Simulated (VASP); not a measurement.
# K (Fm-3m) in VASP: notebook

Runs on K. Level: PBE. Tasks: single point, relaxation of cell and atoms.

Everything below comes from runs of VASP 6.6.1. Logs are shortened: lines on timing, memory, paths and dates and some standing lists are left out, and cuts for length are marked.

## Step 1: The cell of the first run

It takes space group Fm-3m (No. 225, cubic). The conventional cell has a = 6.648 Å, b = 6.648 Å, c = 6.648 Å, α = 90.00°, β = 90.00°, γ = 90.00°.

This isn't the form of K at room conditions, which is bcc.

## Step 2: Single point, PBE

INCAR

```
PREC     = Accurate       # precision mode
ENCUT    = 520            # plane-wave cutoff, eV
EDIFF    = 1E-6           # SCF threshold, eV
ISMEAR   = 0              # smearing method
SIGMA    = 0.1            # smearing width, eV
LREAL    = False          # projectors in reciprocal space
LASPH    = True           # aspherical terms in the spheres
NELM     = 60             # most SCF steps
ALGO     = Normal         # electronic algorithm
ISIF     = 2              # what is computed and relaxed
LWAVE    = False          # write WAVECAR
LCHARG   = False          # write CHGCAR
GGA      = PE             # functional
NBANDS   = 10             # bands
```

KPOINTS

```
regular mesh
0
Gamma
  12 12 12
```

POSCAR

```
K
1.0
    0.0000000000      3.3238638383      3.3238638383
    3.3238638383      0.0000000000      3.3238638383
    3.3238638383      3.3238638383      0.0000000000
K
1
Direct
    0.0000000000      0.0000000000      0.0000000000
```

Potentials or basis: VASP PAW PBE potentials, release 64 (K_sv).

The run is started by

```sh
cat potpaw_PBE.64/K_sv/POTCAR > POTCAR
mpirun -np 1 vasp_std > vasp.out
```

OUTCAR:

```text
PREC = Accurate
   ENCUT = 520
   EDIFF = 1E-6
   ISMEAR = 0
   LREAL = False
   LASPH = True
   NELM = 60
   ISIF = 2
   GGA = PE

 ion  position               nearest neighbor table
   1  0.000  0.000  0.000-

  LATTYP: Found a face centered cubic cell.
 ALAT       =     6.6477276766

  Lattice vectors:

 A1 = (   0.0000000000,   3.3238638383,   3.3238638383)
 A2 = (   3.3238638383,   0.0000000000,   3.3238638383)
 A3 = (   3.3238638383,   3.3238638383,   0.0000000000)

Analysis of symmetry for initial positions (statically):
=====================================================================
 Subroutine PRICEL returns:
 Original cell was already a primitive cell.

 Routine SETGRP: Setting up the symmetry group for a
 face centered cubic supercell.

 Subroutine GETGRP returns: Found 48 space group operations
 (whereof 48 operations were pure point group operations)
 out of a pool of 48 trial point group operations.

The static configuration has the point symmetry O_h .

Analysis of symmetry for dynamics (positions and initial velocities):
=====================================================================
 Subroutine PRICEL returns:
 Original cell was already a primitive cell.

 Routine SETGRP: Setting up the symmetry group for a
 face centered cubic supercell.

 Subroutine GETGRP returns: Found 48 space group operations
 (whereof 48 operations were pure point group operations)
 out of a pool of 48 trial point group operations.

The dynamic configuration has the point symmetry O_h .

 Subroutine INISYM returns: Found 48 space group operations
 (whereof 48 operations are pure point group operations),
 and found     1 'primitive' translations

----------------------------------------------------------------------------------------

                                     Primitive cell

  volume of cell :      73.4446

  direct lattice vectors                    reciprocal lattice vectors
     0.000000000  3.323863838  3.323863838    -0.150427341  0.150427341  0.150427341
     3.323863838  0.000000000  3.323863838     0.150427341 -0.150427341  0.150427341
     3.323863838  3.323863838  0.000000000     0.150427341  0.150427341 -0.150427341

  length of vectors
     4.700653320  4.700653320  4.700653320     0.260547798  0.260547798  0.260547798

  position of ions in fractional coordinates (direct lattice)
     0.000000000  0.000000000  0.000000000

  ion indices of the primitive-cell ions
   primitive index   ion index
                 1           1

----------------------------------------------------------------------------------------

 KPOINTS: regular mesh

Automatic generation of k-mesh.
 Grid dimensions read from file:
 generate k-points for:   12   12   12

 Generating k-lattice:

  Cartesian coordinates                     Fractional coordinates (reciprocal lattice)
    -0.012535612  0.012535612  0.012535612     0.083333333  0.000000000  0.000000000
     0.012535612 -0.012535612  0.012535612     0.000000000  0.083333333  0.000000000
     0.012535612  0.012535612 -0.012535612     0.000000000  0.000000000  0.083333333

  Length of vectors
     0.021712316  0.021712316  0.021712316

  Shift w.r.t. Gamma in fractional coordinates (k-lattice)
     0.000000000  0.000000000  0.000000000

 Subroutine IBZKPT returns following result:
 ===========================================

 Found     72 irreducible k-points:

 Following reciprocal coordinates:
            Coordinates               Weight
  0.000000  0.000000  0.000000      1.000000
  0.083333  0.000000  0.000000      8.000000
  0.166667  0.000000  0.000000      8.000000
  0.250000  0.000000  0.000000      8.000000
  0.333333  0.000000  0.000000      8.000000
  0.416667  0.000000  0.000000      8.000000
[... 16 lines left out ...]
  0.500000  0.166667  0.000000     24.000000
 -0.416667  0.166667  0.000000     24.000000
 [... further k-points ...]
   k-points           NKPTS =     72   k-points in BZ     NKDIM =     72   number of bands    NBANDS=     10
   number of dos      NEDOS =    301   number of ions     NIONS =      1
   total plane-waves  NPLWV =  46656
   dimension x,y,z NGX =    36 NGY =   36 NGZ =   36
   dimension x,y,z NGXF=    72 NGYF=   72 NGZF=   72
   ions per type =               1
   NGX,Y,Z   is equivalent  to a cutoff of  12.73, 12.73, 12.73 a.u.
   NGXF,Y,Z  is equivalent  to a cutoff of  25.46, 25.46, 25.46 a.u.
 SYSTEM =  unknown system
   PREC   = accura    normal or accurate (medium, high low for compatibility)
   ISTART =      0    job   : 0-new  1-cont  2-samecut
   ICHARG =      2    charge: 1-file 2-atom 10-const
   ISPIN  =      1    spin polarized calculation?
   LNONCOLLINEAR =      F non collinear calculations
   LSORBIT =      F    spin-orbit coupling
   LASPH  =      T    aspherical Exc in radial PAW
   ENCUT  =  520.0 eV  38.22 Ry    6.18 a.u.   8.74  8.74  8.74*2*pi/ulx,y,z
   NELM   =     60;   NELMIN=  2; NELMDL= -5     # of ELM steps
   EDIFF  = 0.1E-05   stopping-criterion for ELM
   LREAL  =      F    real-space projection
[... 7 lines left out ...]
   TEBEG  =    0.0;   TEEND  =   0.0 temperature during run
   PSTRESS=    0.0 pullay stress
   NELECT =       9.0000    total number of electrons
   NUPDOWN=      -1.0000    fix difference up-down
   EMIN   =  10.00;   EMAX   =-10.00  energy-range for DOS
   EFERMI =   0.00;   METHOD = LEGACY
   ISMEAR =     0;   SIGMA  =   0.10  broadening in eV -4-tet -1-fermi 0-gaus
   EFERMI_NEDOS =   21; number of points for ismear=-14 and -15
   IALGO  =     38    algorithm
   IMIX   =      4    mixing-type and parameters
     AMIX     =   0.40;   BMIX     =  1.00
     AMIX_MAG =   1.60;   BMIX_MAG =  1.00
  volume/ion in A,a.u.               =      73.44       495.63
  Fermi-wavevector in a.u.,A,eV,Ry     =   0.813147  1.536625  8.996284  0.661208
  Thomas-Fermi vector in A             =   1.922819
   LORBIT       =      0    0 simple, 1 ext, 2 COOP (PROOUT), +10 PAW based schemes
   GGA     = PE    functional components
   LHFCALC =     F    Hartree Fock is set to
   AEXX    =    0.0000 exact exchange contribution
   IVDW    =     0    specifies the selected vdW correction
   LEPSILON=     F    determine dielectric tensor
   LRPA    =     F    only Hartree local field effects (RPA)
 non-spin polarized calculation
 Gauss-broadening in eV      SIGMA  =   0.10
  energy-cutoff  :      520.00
  volume of cell :       73.44
 maximum number of plane-waves:      2006
   NGX = 17   NGY = 17   NGZ = 17

 number of electron       8.9999998 magnetization

 Free energy of the ion-electron system (eV)
  ---------------------------------------------------
  ext. energy  EPLUGINS =         0.00000000
  ---------------------------------------------------
  free energy    TOTEN  =        -1.05016623 eV

  energy without entropy =       -1.04637164  energy(sigma->0) =       -1.04826893

 E-fermi :  -0.1329     XC(G=0):  -5.6542

 val. band max:       -0.1897119755   @ k =   0.5000   0.2500   0.0833
 cond. band min:      -0.1141234319   @ k =  -0.4167   0.0833   0.0000
 fundamental gap:      0.0755885436
 Fermi energy:        -0.1329326270

 k-point     1 :       0.0000    0.0000    0.0000
  band No.  band energies     occupation
      1     -32.2433      2.00000
      2     -15.6938      2.00000
      3     -15.6938      2.00000
      4     -15.6938      2.00000
      5      -2.2760      2.00000
      6       4.0950      0.00000
      7       4.0950      0.00000
      8       4.0950      0.00000
      9       5.3474      0.00000
     10       5.3474      0.00000

 k-point     2 :       0.0833    0.0000    0.0000
  band No.  band energies     occupation
      1     -32.2430      2.00000
      2     -15.6983      2.00000
      3     -15.6944      2.00000
      4     -15.6944      2.00000
      5      -2.1942      2.00000
      6       3.8626      0.00000
      7       4.1272      0.00000
      8       4.1272      0.00000
      9       5.2711      0.00000
     10       5.2711      0.00000

 k-point     3 :       0.1667    0.0000    0.0000
  band No.  band energies     occupation
      1     -32.2423      2.00000
      2     -15.7107      2.00000
      3     -15.6961      2.00000
      4     -15.6961      2.00000
      5      -1.9524      2.00000
      6       3.3135      0.00000
      7       4.1825      0.00000
      8       4.1825      0.00000
      9       5.1548      0.00000
     10       5.1548      0.00000

 k-point     4 :       0.2500    0.0000    0.0000
  band No.  band energies     occupation
      1     -32.2414      2.00000
      2     -15.7274      2.00000
      3     -15.6984      2.00000
      4     -15.6984      2.00000
      5      -1.5609      2.00000
      6       2.6242      0.00000
      7       4.1515      0.00000
      8       4.1515      0.00000
      9       5.2172      0.00000
     10       5.2172      0.00000

 k-point     5 :       0.3333    0.0000    0.0000
  band No.  band energies     occupation
      1     -32.2405      2.00000
      2     -15.7440      2.00000
      3     -15.7008      2.00000
      4     -15.7008      2.00000
      5      -1.0369      2.00000
      6       1.8709      0.00000
      7       4.0303      0.00000
      8       4.0303      0.00000
      9       5.5132      0.00000
     10       5.5168      0.00000

 k-point     6 :       0.4167    0.0000    0.0000
  band No.  band energies     occupation
      1     -32.2398      2.00000
      2     -15.7561      2.00000
      3     -15.7024      2.00000
      4     -15.7024      2.00000
      5      -0.4053      1.99988
      6       1.0962      0.00000
      7       3.9210      0.00000
      8       3.9210      0.00000
      9       5.9095      0.00000
     10       5.9459      0.00000
[... 183 lines left out ...]
 k-point    21 :       0.3333    0.1667    0.0000
  band No.  band energies     occupation
      1     -32.2405      2.00000
      2     -15.7345      2.00000
      3     -15.7054      2.00000
      4     -15.7053      2.00000
      5      -1.1313      2.00000
      6       2.4410      0.00000
      7       3.5008      0.00000
      8       4.1655      0.00000
      9       4.7039      0.00000
     10       5.7784      0.00000

 k-point    22 :       0.4167    0.1667    0.0000
  band No.  band energies     occupation
      1     -32.2397      2.00000
      2     -15.7466      2.00000
      3     -15.7093      2.00000
      4     -15.7068      2.00000
      5      -0.5796      2.00000
      6       1.7572      0.00000
      7       3.2811      0.00000
      8       4.0969      0.00000
      9       4.9825      0.00000
     10       6.0757      0.00000

 k-point    23 :       0.5000    0.1667    0.0000
  band No.  band energies     occupation
      1     -32.2392      2.00000
      2     -15.7537      2.00000
      3     -15.7128      2.00000
      4     -15.7069      2.00000
      5       0.0703      0.00405
      6       1.0280      0.00000
      7       3.1478      0.00000
      8       4.0406      0.00000
      9       5.1562      0.00000
     10       6.1574      0.00000

 k-point    24 :      -0.4167    0.1667    0.0000
  band No.  band energies     occupation
      1     -32.2392      2.00000
      2     -15.7543      2.00000
      3     -15.7150      2.00000
      4     -15.7055      2.00000
      5       0.3003      0.00000
      6       0.7921      0.00000
      7       3.0684      0.00000
      8       4.0429      0.00000
      9       5.3485      0.00000
     10       5.8559      0.00000

 [... further k-points ...]

------------------------ aborting loop because EDIFF is reached ----------------------------------------

  FORCE on cell =-STRESS in cart. coord.  units (eV):
  Direction    XX          YY          ZZ          XY          YZ          ZX
  --------------------------------------------------------------------------------------
  -------------------------------------------------------------------------------------
  Total        0.0060010      0.0060010      0.0060010     -0.0000000      0.0000000      0.0000000
  in kB        0.1309116      0.1309116      0.1309116     -0.0000000      0.0000000      0.0000000
  external PRESSURE =       0.1309116 kB  Pullay stress =       0.0000000 kB

 VOLUME and BASIS-vectors are now :
 -----------------------------------------------------------------------------
  energy-cutoff  :      520.00
  volume of cell :       73.44
      direct lattice vectors                 reciprocal lattice vectors
     0.000000000  3.323863838  3.323863838    -0.150427341  0.150427341  0.150427341
     3.323863838  0.000000000  3.323863838     0.150427341 -0.150427341  0.150427341
     3.323863838  3.323863838  0.000000000     0.150427341  0.150427341 -0.150427341

 POSITION                                       TOTAL-FORCE (eV/Angst)
 -----------------------------------------------------------------------------------
      0.00000      0.00000      0.00000         0.000000     -0.000000     -0.000000
 -----------------------------------------------------------------------------------
    total drift:                               -0.000000     -0.000000     -0.000000

  FREE ENERGIE OF THE ION-ELECTRON SYSTEM (eV)
  ---------------------------------------------------
  free  energy   TOTEN  =        -1.0501662318 eV

  energy  without entropy=       -1.0463716374  energy(sigma->0) =       -1.04826893
```

Wall time 71 s (1 thread of AMD EPYC 7R13, shared host); peak memory 0.19 GiB.

Results:

| Item | Value |
| --- | --- |
| Free energy | -1.0502 eV |
| Pressure | 0.0 GPa |
| Band gap on the k mesh | zero (an odd number of electrons rules out a gap without spin polarisation) |

Levels at points of the mesh, in eV from the Fermi level:
```csv
k point,band 3,band 4,band 5,band 6,band 7,band 8
"(0.00, 0.00, 0.00)",-15.56,-15.56,-2.14,4.23,4.23,4.23
"(0.50, 0.00, 0.00)",-15.57,-15.57,0.34,0.57,4.01,4.01
"(0.50, 0.50, 0.00)",-15.59,-15.59,0.93,1.40,2.35,4.94
```

## Step 3: Relaxation of cell and atoms, PBE

INCAR

```
PREC     = Accurate       # precision mode
ENCUT    = 600            # plane-wave cutoff, eV
EDIFF    = 1E-6           # SCF threshold, eV
ISMEAR   = 0              # smearing method
SIGMA    = 0.1            # smearing width, eV
LREAL    = F              # projectors in reciprocal space
LASPH    = T              # aspherical terms in the spheres
NELM     = 80             # most SCF steps
ALGO     = Fast           # electronic algorithm
ISIF     = 3              # what is computed and relaxed
LWAVE    = F              # write WAVECAR
LCHARG   = F              # write CHGCAR
GGA      = PE             # functional
IBRION   = 2              # ionic algorithm
NSW      = 80             # ionic steps
EDIFFG   = -0.01          # ionic threshold
```

KPOINTS is that of step 2.

POSCAR is that of step 2.

Potentials or basis: VASP PAW PBE potentials, release 64 (K_sv).

The run is started by

```sh
cat potpaw_PBE.64/K_sv/POTCAR > POTCAR
mpirun -np 1 vasp_std > vasp.out
```

Wall time 1.8 min (1 thread of AMD EPYC 7R13, shared host); peak memory 0.23 GiB.

Results (log left out):

```yaml
Free_energy: -1.0503 eV
Relaxed_volume: 73.58 Å³/atom
Relaxed_cell: a = 4.703 Å, b = 4.703 Å, c = 4.703 Å, α = 60.00°, β = 60.00°, γ = 60.00°
Space_group_after_relaxing_to_0.1_Å: Fm-3m (No. 225)
Energy_gained_by_relaxing: 0.0 meV/atom
Ionic_steps: 2
Pressure_after_relaxing: 0.0 GPa
Band_gap_on_the_k_mesh: zero (an odd number of electrons rules out a gap without spin polarisation)
```

Final structure:
```
CELL_PARAMETERS angstrom
0.00000 3.32585 3.32585
3.32585 0.00000 3.32585
3.32585 3.32585 0.00000
ATOMIC_POSITIONS crystal
K 0.00000 0.00000 0.00000
```

Levels at points of the mesh, in eV from the Fermi level:
```tsv
k point	band 3	band 4	band 5	band 6	band 7	band 8
(0.00, 0.00, 0.00)	-15.56	-15.56	-2.14	4.23	4.23	4.23
(0.50, 0.00, 0.00)	-15.57	-15.57	0.34	0.57	4.01	4.01
(0.50, 0.50, 0.00)	-15.58	-15.58	0.93	1.40	2.35	4.94
```
